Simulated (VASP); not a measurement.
# MnV (Pm-3m) in VASP: a series of runs

The runs below take MnV through single point, with LDA.

All numbers are computed with VASP 6.6.1; they aren't measurements. Logs are shortened: lines on timing, memory, paths and dates and some standing lists are left out, and cuts for length are marked.

### Step 1. The cell of the first run

Symmetry: Pm-3m, No. 221, cubic system. The conventional cell has a = 2.747 Å, b = 2.747 Å, c = 2.747 Å, α = 90.00°, β = 90.00°, γ = 90.00°. Within 3.1 Å of Mn (site symmetry m-3m) lie 8 V at 2.38 Å and 6 Mn at 2.75 Å. V (site symmetry m-3m) has 8 Mn at 2.38 Å and 6 V at 2.75 Å within 3.1 Å.

### Step 2. Single point, LDA (volume scaled by 0.85)

INCAR reads:

```
PREC     = Accurate       # precision mode
ENCUT    = 520            # plane-wave cutoff, eV
EDIFF    = 1E-6           # SCF threshold, eV
ISMEAR   = -1             # smearing method
SIGMA    = 0.05           # smearing width, eV
LREAL    = False          # projectors in reciprocal space
LASPH    = True           # aspherical terms in the spheres
NELM     = 100            # most SCF steps
ALGO     = Normal         # electronic algorithm
ISIF     = 2              # what is computed and relaxed
LWAVE    = False          # write WAVECAR
LCHARG   = False          # write CHGCAR
NBANDS   = 20             # bands
```

KPOINTS reads:

```
Automatic mesh
0
Gamma
  11 11 11
```

POSCAR reads:

```
MnV
1.0
    2.7470778878      0.0000000000      0.0000000000
    0.0000000000      2.7470778878      0.0000000000
    0.0000000000      0.0000000000      2.7470778878
Mn V
1 1
Direct
    0.0000000000      0.0000000000      0.0000000000
    0.5000000000      0.5000000000      0.5000000000
```

Potentials or basis: VASP PAW LDA potentials, release 64 (Mn_pv, V_sv).

On the command line:

```sh
$ cat potpaw_LDA.64/Mn_pv/POTCAR potpaw_LDA.64/V_sv/POTCAR > POTCAR
$ mpirun -np 1 vasp_std > vasp.out
```

OUTCAR:

```text
PREC = Accurate
   ENCUT = 520
   EDIFF = 1E-6
   ISMEAR = -1
   LREAL = False
   LASPH = True
   NELM = 100
   ISIF = 2

 ion  position               nearest neighbor table
   1  0.000  0.000  0.000-   2 2.38   2 2.38   2 2.38   2 2.38   2 2.38   2 2.38   2 2.38   2 2.38

   2  0.500  0.500  0.500-   1 2.38   1 2.38   1 2.38   1 2.38   1 2.38   1 2.38   1 2.38   1 2.38

  LATTYP: Found a simple cubic cell.
 ALAT       =     2.7470778878

  Lattice vectors:

 A1 = (   2.7470778878,   0.0000000000,   0.0000000000)
 A2 = (   0.0000000000,   2.7470778878,   0.0000000000)
 A3 = (   0.0000000000,   0.0000000000,   2.7470778878)

Analysis of symmetry for initial positions (statically):
=====================================================================
 Subroutine PRICEL returns:
 Original cell was already a primitive cell.

 Routine SETGRP: Setting up the symmetry group for a
 simple cubic supercell.

 Subroutine GETGRP returns: Found 48 space group operations
 (whereof 48 operations were pure point group operations)
 out of a pool of 48 trial point group operations.

The static configuration has the point symmetry O_h .

Analysis of symmetry for dynamics (positions and initial velocities):
=====================================================================
 Subroutine PRICEL returns:
 Original cell was already a primitive cell.

 Routine SETGRP: Setting up the symmetry group for a
 simple cubic supercell.

 Subroutine GETGRP returns: Found 48 space group operations
 (whereof 48 operations were pure point group operations)
 out of a pool of 48 trial point group operations.

The dynamic configuration has the point symmetry O_h .

 Subroutine INISYM returns: Found 48 space group operations
 (whereof 48 operations are pure point group operations),
 and found     1 'primitive' translations

----------------------------------------------------------------------------------------

                                     Primitive cell

  volume of cell :      20.7306

  direct lattice vectors                    reciprocal lattice vectors
     2.747077888  0.000000000  0.000000000     0.364023170  0.000000000  0.000000000
     0.000000000  2.747077888  0.000000000     0.000000000  0.364023170  0.000000000
     0.000000000  0.000000000  2.747077888     0.000000000  0.000000000  0.364023170

  length of vectors
     2.747077888  2.747077888  2.747077888     0.364023170  0.364023170  0.364023170

  position of ions in fractional coordinates (direct lattice)
     0.000000000  0.000000000  0.000000000
     0.500000000  0.500000000  0.500000000

  ion indices of the primitive-cell ions
   primitive index   ion index
                 1           1
                 2           2

----------------------------------------------------------------------------------------

 KPOINTS: Automatic mesh

Automatic generation of k-mesh.
 Grid dimensions read from file:
 generate k-points for:   11   11   11

 Generating k-lattice:

  Cartesian coordinates                     Fractional coordinates (reciprocal lattice)
     0.033093015  0.000000000  0.000000000     0.090909091  0.000000000  0.000000000
     0.000000000  0.033093015  0.000000000     0.000000000  0.090909091  0.000000000
     0.000000000  0.000000000  0.033093015     0.000000000  0.000000000  0.090909091

  Length of vectors
     0.033093015  0.033093015  0.033093015

  Shift w.r.t. Gamma in fractional coordinates (k-lattice)
     0.000000000  0.000000000  0.000000000

 Subroutine IBZKPT returns following result:
 ===========================================

 Found     56 irreducible k-points:

 Following reciprocal coordinates:
            Coordinates               Weight
  0.000000  0.000000  0.000000      1.000000
  0.090909  0.000000  0.000000      6.000000
  0.181818  0.000000  0.000000      6.000000
  0.272727  0.000000  0.000000      6.000000
  0.363636  0.000000  0.000000      6.000000
  0.454545  0.000000  0.000000      6.000000
[... 16 lines left out ...]
  0.181818  0.090909  0.090909     24.000000
  0.272727  0.090909  0.090909     24.000000
 [... further k-points ...]
   k-points           NKPTS =     56   k-points in BZ     NKDIM =     56   number of bands    NBANDS=     20
   number of dos      NEDOS =    301   number of ions     NIONS =      2
   total plane-waves  NPLWV =   8000
   dimension x,y,z NGX =    20 NGY =   20 NGZ =   20
   dimension x,y,z NGXF=    40 NGYF=   40 NGZF=   40
   ions per type =               1   1
   NGX,Y,Z   is equivalent  to a cutoff of  12.10, 12.10, 12.10 a.u.
   NGXF,Y,Z  is equivalent  to a cutoff of  24.21, 24.21, 24.21 a.u.
 SYSTEM =  unknown system
   PREC   = accura    normal or accurate (medium, high low for compatibility)
   ISTART =      0    job   : 0-new  1-cont  2-samecut
   ICHARG =      2    charge: 1-file 2-atom 10-const
   ISPIN  =      1    spin polarized calculation?
   LNONCOLLINEAR =      F non collinear calculations
   LSORBIT =      F    spin-orbit coupling
   LASPH  =      T    aspherical Exc in radial PAW
   ENCUT  =  520.0 eV  38.22 Ry    6.18 a.u.   5.11  5.11  5.11*2*pi/ulx,y,z
   NELM   =    100;   NELMIN=  2; NELMDL= -5     # of ELM steps
   EDIFF  = 0.1E-05   stopping-criterion for ELM
   LREAL  =      F    real-space projection
   EDIFFG = 0.1E-04   stopping-criterion for IOM
   NSW    =      0    number of steps for IOM
   IBRION =     -1    ionic relax: 0-MD 1-quasi-New 2-CG
   NFREE  =      0    steps in history (QN), initial steepest desc. (CG)
   ISIF   =      2    stress and relaxation
   ISYM   =      2    0-nonsym 1-usesym 2-fastsym
   POTIM  = 0.5000    time-step for ionic-motion
   TEBEG  =    0.0;   TEEND  =   0.0 temperature during run
   PSTRESS=    0.0 pullay stress
   NELECT =      26.0000    total number of electrons
   NUPDOWN=      -1.0000    fix difference up-down
   EMIN   =  10.00;   EMAX   =-10.00  energy-range for DOS
   EFERMI =   0.00;   METHOD = LEGACY
   ISMEAR =    -1;   SIGMA  =   0.05  broadening in eV -4-tet -1-fermi 0-gaus
   EFERMI_NEDOS =   21; number of points for ismear=-14 and -15
   IALGO  =     38    algorithm
   IMIX   =      4    mixing-type and parameters
     AMIX     =   0.40;   BMIX     =  1.00
     AMIX_MAG =   1.60;   BMIX_MAG =  1.00
  volume/ion in A,a.u.               =      10.37        69.95
  Fermi-wavevector in a.u.,A,eV,Ry     =   1.765475  3.336265 42.408039  3.116903
  Thomas-Fermi vector in A             =   2.833249
   LORBIT       =      0    0 simple, 1 ext, 2 COOP (PROOUT), +10 PAW based schemes
   GGA     = CA    functional components
   LHFCALC =     F    Hartree Fock is set to
   AEXX    =    0.0000 exact exchange contribution
   IVDW    =     0    specifies the selected vdW correction
   LEPSILON=     F    determine dielectric tensor
   LRPA    =     F    only Hartree local field effects (RPA)
 non-spin polarized calculation
  energy-cutoff  :      520.00
  volume of cell :       20.73
 maximum number of plane-waves:       587
   NGX = 11   NGY = 11   NGZ = 11

 number of electron      25.9999988 magnetization

 Free energy of the ion-electron system (eV)
  ---------------------------------------------------
  ext. energy  EPLUGINS =         0.00000000
  ---------------------------------------------------
  free energy    TOTEN  =       -20.61504165 eV

  energy without entropy =      -20.61142037  energy(sigma->0) =      -20.61323101

 E-fermi :  12.4228     XC(G=0): -14.6815

 val. band max:       12.3966798628   @ k =   0.3636   0.0909   0.0909
 cond. band min:      12.4868854753   @ k =   0.2727   0.0000   0.0000
 fundamental gap:      0.0902056125
 Fermi energy:        12.4228263364

 k-point     1 :       0.0000    0.0000    0.0000
  band No.  band energies     occupation
      1     -51.0426      2.00000
      2     -35.1389      2.00000
      3     -35.1389      2.00000
      4     -35.1389      2.00000
      5     -25.1187      2.00000
      6     -25.1187      2.00000
[... 12 lines left out ...]
     19      24.1012      0.00000
     20      24.1012      0.00000

 k-point     2 :       0.0909    0.0000    0.0000
  band No.  band energies     occupation
      1     -51.0392      2.00000
      2     -35.1499      2.00000
      3     -35.1368      2.00000
      4     -35.1368      2.00000
      5     -25.1552      2.00000
      6     -25.1183      2.00000
[... 12 lines left out ...]
     19      23.2579      0.00000
     20      24.5811      0.00000

 k-point     3 :       0.1818    0.0000    0.0000
  band No.  band energies     occupation
      1     -51.0303      2.00000
      2     -35.1792      2.00000
      3     -35.1310      2.00000
      4     -35.1310      2.00000
      5     -25.2526      2.00000
      6     -25.1173      2.00000
[... 12 lines left out ...]
     19      21.4226      0.00000
     20      25.8439      0.00000

 k-point     4 :       0.2727    0.0000    0.0000
  band No.  band energies     occupation
      1     -51.0187      2.00000
      2     -35.2173      2.00000
      3     -35.1235      2.00000
      4     -35.1235      2.00000
      5     -25.3784      2.00000
      6     -25.1160      2.00000
[... 12 lines left out ...]
     19      19.4203      0.00000
     20      27.5886      0.00000

 k-point     5 :       0.3636    0.0000    0.0000
  band No.  band energies     occupation
      1     -51.0079      2.00000
      2     -35.2521      2.00000
      3     -35.1165      2.00000
      4     -35.1165      2.00000
      5     -25.4927      2.00000
      6     -25.1148      2.00000
[... 12 lines left out ...]
     19      17.7040      0.00000
     20      29.5971      0.00000
[... 353 lines left out ...]
      6     -25.4446      2.00000
[... 12 lines left out ...]
     19      15.9702      0.00000
     20      23.9278      0.00000

 k-point    22 :       0.0909    0.0909    0.0909
  band No.  band energies     occupation
      1     -51.0324      2.00000
      2     -35.1497      2.00000
      3     -35.1497      2.00000
      4     -35.1396      2.00000
      5     -25.1667      2.00000
      6     -25.1460      2.00000
[... 12 lines left out ...]
     19      23.8628      0.00000
     20      23.8628      0.00000

 k-point    23 :       0.1818    0.0909    0.0909
  band No.  band energies     occupation
      1     -51.0230      2.00000
      2     -35.1790      2.00000
      3     -35.1436      2.00000
      4     -35.1379      2.00000
      5     -25.2493      2.00000
      6     -25.1510      2.00000
[... 12 lines left out ...]
     19      22.0457      0.00000
     20      25.0029      0.00000

 k-point    24 :       0.2727    0.0909    0.0909
  band No.  band energies     occupation
      1     -51.0108      2.00000
      2     -35.2187      2.00000
      3     -35.1357      2.00000
      4     -35.1341      2.00000
      5     -25.3691      2.00000
      6     -25.1445      2.00000
[... 12 lines left out ...]
     19      19.9573      0.00000
     20      26.4845      0.00000

 [... further k-points ...]
[... 5 lines left out ...]
  --------------------------------------------------------------------------------------
  -------------------------------------------------------------------------------------
  Total        2.9641657      2.9641657      2.9641657      0.0000000      0.0000000     -0.0000000
  in kB      229.0868388    229.0868388    229.0868388      0.0000000      0.0000000     -0.0000000
  external PRESSURE =     229.0868388 kB  Pullay stress =       0.0000000 kB

 VOLUME and BASIS-vectors are now :
 -----------------------------------------------------------------------------
  energy-cutoff  :      520.00
  volume of cell :       20.73
      direct lattice vectors                 reciprocal lattice vectors
     2.747077888  0.000000000  0.000000000     0.364023170  0.000000000  0.000000000
     0.000000000  2.747077888  0.000000000     0.000000000  0.364023170  0.000000000
     0.000000000  0.000000000  2.747077888     0.000000000  0.000000000  0.364023170

 POSITION                                       TOTAL-FORCE (eV/Angst)
 -----------------------------------------------------------------------------------
      0.00000      0.00000      0.00000         0.000000      0.000000      0.000000
      1.37354      1.37354      1.37354         0.000000      0.000000      0.000000
 -----------------------------------------------------------------------------------
    total drift:                               -0.000000      0.000000      0.000000

  FREE ENERGIE OF THE ION-ELECTRON SYSTEM (eV)
  ---------------------------------------------------
  free  energy   TOTEN  =       -20.6150416493 eV

  energy  without entropy=      -20.6114203676  energy(sigma->0) =      -20.61323101
```

Wall time 17 s (1 thread of AMD EPYC 7R13 (Zen 3), shared host); peak memory 0.1 GiB.

Results:

| Item | Value |
| --- | --- |
| Free energy | -20.6150 eV |
| Pressure | 22.9 GPa |
| Band gap on the k mesh | zero (band 13 reaches 13.28 eV, above the bottom of band 14 at 11.95 eV) |

 Spin polarisation is off, so any magnetic state and its effect on volume and gap are missing.

[end of part 1 of 2]
